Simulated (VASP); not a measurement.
Input of a VASP 6.6.1 run:

INCAR

```
ALGO = Normal ; EDIFF = 1E-6
ENCUT = 520 ; GGA = PE
ISIF = 2 ; ISMEAR = 0
LASPH = True ; LCHARG = False
LREAL = False ; LWAVE = False
NBANDS = 36 ; NELM = 80
PREC = Accurate ; SIGMA = 0.1
```

KPOINTS

```
k-points
0
Gamma
  3 3 4
```

Contents of POSCAR:

```
AlB2P3
1.0
    6.0563567000      0.0000000000      0.0000000000
   -3.0281783500      5.2449587600      0.0000000000
    0.0000000000      0.0000000000      5.7393133400
Al B P
2 4 6
Direct
    0.6666666700      0.3333333300      0.0000690000
    0.3333333300      0.6666666700      0.0000690000
    0.0000000000      0.0000000000      0.0000690000
    0.3333333300      0.0000000000      0.5000690000
    0.0000000000      0.3333333300      0.5000690000
    0.6666666700      0.6666666700      0.5000690000
    0.0000000000      0.0000000000      0.3749310100
    0.6666666700      0.3333333300      0.3749310100
    0.3333333300      0.6666666700      0.3749310100
    0.3333333300      0.0000000000      0.8749310100
    0.0000000000      0.3333333300      0.8749310100
    0.6666666700      0.6666666700      0.8749310100
```

Potentials or basis: VASP PAW PBE potentials, release 64 (Al, B, P).

The run is started by

```sh
$ cat potpaw_PBE.64/Al/POTCAR potpaw_PBE.64/B/POTCAR potpaw_PBE.64/P/POTCAR > POTCAR
$ mpirun -np 1 vasp_std > vasp.out
```

Estimate the pressure.

1.0 GPa.

Estimate the largest force.

5.126 eV/Å.

Estimate the band gap on the k mesh.

1.24 eV, indirect (least direct gap 1.62 eV).

Forces in eV/Å, atoms in the order of the input:
```
Al   0.000  0.000 -0.199
Al   0.000  0.000 -0.199
B    0.000  0.000 -0.119
B   -0.090  0.000  0.123
B    0.045 -0.078  0.123
B    0.045  0.078  0.123
P    0.000  0.000  0.076
P    0.000  0.000  4.295
P    0.000  0.000  4.295
P   -4.267  0.000 -2.840
P    2.134 -3.696 -2.840
P    2.134  3.696 -2.840
```

Caveat: forces of over 1 eV/Å act on the atoms, so gaps and moduli don't describe the material at rest. A k mesh can miss the band edges.
